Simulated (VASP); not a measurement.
# InSb (I-4m2) in VASP: notebook, part 2 of 2

VASP 6.6.1.

## Step 4: Single point, LDA

This run uses another cell than the first one, of the same volume but with other edges.

Input file INCAR:

```
SYSTEM = InSb
  ALGO = Normal
  EDIFF = 1E-6
  ENCUT = 500
  GGA = CA
  GGA_COMPAT = .FALSE.
  ISIF = 2
  ISMEAR = 0
  LASPH = .TRUE.
  LCHARG = .FALSE.
  LREAL = .FALSE.
  LWAVE = .FALSE.
  NBANDS = 16
  NELM = 120
  PREC = Accurate
  SIGMA = 0.15
```

Input file KPOINTS:

```
k-points
0
G
  22 22 22
  0 0 0
```

Input file POSCAR:

```
InSb
1.0
   -2.7711064357      2.7711064357      1.8478676566
    2.7711064357     -2.7711064357      1.8478676566
    2.7711064357      2.7711064357     -1.8478676566
In Sb
1 1
Direct
    0.2500000000      0.7500000000      0.5000000000
    0.0000000000      0.0000000000      0.0000000000
```

Potentials or basis: VASP PAW LDA potentials, release 64 (In_d, Sb).

On the command line:

```console
$ cat potpaw_LDA.64/In_d/POTCAR potpaw_LDA.64/Sb/POTCAR > POTCAR
$ mpirun -np 1 vasp_std > vasp.out
```

OUTCAR:

```text
SYSTEM = InSb
   EDIFF = 1E-6
   ENCUT = 500
   GGA = CA
   ISIF = 2
   ISMEAR = 0
   LASPH = .TRUE.
   LREAL = .FALSE.
   NELM = 120
   PREC = Accurate

 ion  position               nearest neighbor table
   1  0.250  0.750  0.500-   2 2.92   2 2.92   2 2.92   2 2.92
   2  0.000  0.000  0.000-   1 2.92   1 2.92   1 2.92   1 2.92

  LATTYP: Found a body centered tetragonal cell.
 ALAT       =     5.5422128714
 C/A-ratio  =     0.6668338801

  Lattice vectors:

 A1 = (  -2.7711064357,   2.7711064357,   1.8478676566)
 A2 = (   2.7711064357,  -2.7711064357,   1.8478676566)
 A3 = (   2.7711064357,   2.7711064357,  -1.8478676566)

Analysis of symmetry for initial positions (statically):
=====================================================================
 Subroutine PRICEL returns:
 Original cell was already a primitive cell.

 Routine SETGRP: Setting up the symmetry group for a
 body centered tetragonal supercell.

 Subroutine GETGRP returns: Found  8 space group operations
 (whereof  8 operations were pure point group operations)
 out of a pool of 16 trial point group operations.

The static configuration has the point symmetry D_2d.

Analysis of symmetry for dynamics (positions and initial velocities):
=====================================================================
 Subroutine PRICEL returns:
 Original cell was already a primitive cell.

 Routine SETGRP: Setting up the symmetry group for a
 body centered tetragonal supercell.

 Subroutine GETGRP returns: Found  8 space group operations
 (whereof  8 operations were pure point group operations)
 out of a pool of 16 trial point group operations.

The dynamic configuration has the point symmetry D_2d.

 Subroutine INISYM returns: Found  8 space group operations
 (whereof  8 operations are pure point group operations),
 and found     1 'primitive' translations

----------------------------------------------------------------------------------------

                                     Primitive cell

[... 110 lines left out ...]
     AMIX_MAG =   1.60;   BMIX_MAG =  1.00
  volume/ion in A,a.u.               =      28.38       191.52
  Fermi-wavevector in a.u.,A,eV,Ry     =   1.116400  2.109690 16.957613  1.246349
  Thomas-Fermi vector in A             =   2.253014
   LORBIT       =      0    0 simple, 1 ext, 2 COOP (PROOUT), +10 PAW based schemes
   GGA     = CA    functional components
   LHFCALC =     F    Hartree Fock is set to
   AEXX    =    0.0000 exact exchange contribution
   IVDW    =     0    specifies the selected vdW correction
   LEPSILON=     F    determine dielectric tensor
   LRPA    =     F    only Hartree local field effects (RPA)
 non-spin polarized calculation
 Gauss-broadening in eV      SIGMA  =   0.15
  energy-cutoff  :      500.00
  volume of cell :       56.76
 maximum number of plane-waves:      1462
   NGX = 15   NGY = 15   NGZ = 15

 number of electron      17.9999997 magnetization

 Free energy of the ion-electron system (eV)
  ---------------------------------------------------
  ext. energy  EPLUGINS =         0.00000000
  ---------------------------------------------------
  free energy    TOTEN  =        -7.89907970 eV

  energy without entropy =       -7.88830583  energy(sigma->0) =       -7.89369276

 E-fermi :   6.8486     XC(G=0): -10.0498

 val. band max:        6.8475314343   @ k =  -0.4545   0.0909   0.0000
 cond. band min:       6.8487186108   @ k =  -0.0909  -0.2727   0.0455
 fundamental gap:      0.0011871765
 Fermi energy:         6.8485847753

 k-point     1 :       0.0000    0.0000    0.0000
  band No.  band energies     occupation
      1      -7.7656      2.00000
      2      -7.6875      2.00000
      3      -7.6717      2.00000
      4      -7.6631      2.00000
      5      -7.6631      2.00000
      6      -4.4108      2.00000
[... 433 lines left out ...]
      3      -7.6963      2.00000
      4      -7.6286      2.00000
      5      -7.6238      2.00000
      6      -2.2800      2.00000
[... 8 lines left out ...]
     15      16.1592      0.00000
     16      18.0021      0.00000

 [... further k-points ...]

------------------------ aborting loop because EDIFF is reached ----------------------------------------

  FORCE on cell =-STRESS in cart. coord.  units (eV):
  Direction    XX          YY          ZZ          XY          YZ          ZX
  --------------------------------------------------------------------------------------
  -------------------------------------------------------------------------------------
  Total       -0.2138079     -0.2138079     -1.5823861      0.0000000     -0.0000000     -0.0000000
  in kB       -6.0352740     -6.0352740    -44.6668971      0.0000000     -0.0000000     -0.0000000
  external PRESSURE =     -18.9124817 kB  Pullay stress =       0.0000000 kB

 VOLUME and BASIS-vectors are now :
 -----------------------------------------------------------------------------
  energy-cutoff  :      500.00
  volume of cell :       56.76
      direct lattice vectors                 reciprocal lattice vectors
    -2.771106436  2.771106436  1.847867657     0.000000000  0.180433344  0.270582148
     2.771106436 -2.771106436  1.847867657     0.180433344  0.000000000  0.270582148
     2.771106436  2.771106436 -1.847867657     0.180433344  0.180433344  0.000000000

 POSITION                                       TOTAL-FORCE (eV/Angst)
 -----------------------------------------------------------------------------------
      2.77111      0.00000      0.92393         0.000000     -0.000000     -0.000000
      0.00000      0.00000      0.00000        -0.000000      0.000000      0.000000
 -----------------------------------------------------------------------------------
    total drift:                               -0.000000      0.000000     -0.000000

  FREE ENERGIE OF THE ION-ELECTRON SYSTEM (eV)
  ---------------------------------------------------
  free  energy   TOTEN  =        -7.8990797020 eV

  energy  without entropy=       -7.8883058258  energy(sigma->0) =       -7.89369276
```

Run time: 4.2 min. Hardware: 1 thread of AMD EPYC 9R45 (Zen 5), shared host; peak memory 0.74 GiB.

Results:

* Free energy: -7.8991 eV
* Pressure: -1.9 GPa
* Band gap on the k mesh: zero (bands 9 and 10 overlap by 4.07 eV)

Caveat: spin-orbit coupling is left out, which moves the levels of the heavy elements.

## Step 5: The runs side by side

```tsv
cell	gap on the mesh (eV)	pressure (GPa)
a = 4.432 Å, angles 98.4, 98.4, 135.2°, 2 atoms	none	-3.8
a = 4.635 Å, angles 95.8, 95.8, 143.1°, 2 atoms	none	-2.7
a = 4.333 Å, angles 100.5, 100.5, 129.5°, 2 atoms	none	-1.9
```

Alike in all rows: task single point; level LDA; potentials or basis VASP PAW LDA potentials, release 64 (In_d, Sb); no spin polarisation; k mesh 22 × 22 × 22; cutoff (eV) 500; smearing gaussian 0.15 eV.

Caveats: spin-orbit coupling is left out, which moves the levels of the heavy elements; the cell stands under tension (at least some runs).

Absolute energies hang on the potentials; compare differences alone.
